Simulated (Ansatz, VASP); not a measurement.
## Two plane-wave programs on Cd

```
Cd
1.0
     0.00000    2.25132    2.25132
     2.25132    0.00000    2.25132
     2.25132    2.25132    0.00000
Cd
1
Direct
  0.00000 0.00000 0.00000
```

Alike in both runs: task relaxation of cell and atoms; functional PBE; k mesh 16 × 16 × 16; occupations gaussian, width 0.1 eV; no spin polarisation.

```csv
,VASP,Ansatz
version,VASP 6.6.1,Ansatz 0.2.0
potentials or method,"VASP PAW PBE potentials, release 64 (Cd), cutoff 600 eV","scalar-relativistic, plane waves, PAW"
valence electrons in the cell,12,20
```

```tsv
	VASP	Ansatz	Ansatz less VASP
gap on the k mesh at the Fermi level, each at its own relaxed structure (eV)	none	none	-
relaxed volume (Å³/atom)	22.98	22.90	-0.087
relaxed cell length with the largest relative difference (Å)	3.191	3.187	-0.0040
```

A gap of «none» marks a metal or a gap that the smearing closes. VASP's potentials hold 12 valence electrons a cell and Ansatz's 20, so a difference there can come from the potentials and not from the codes.
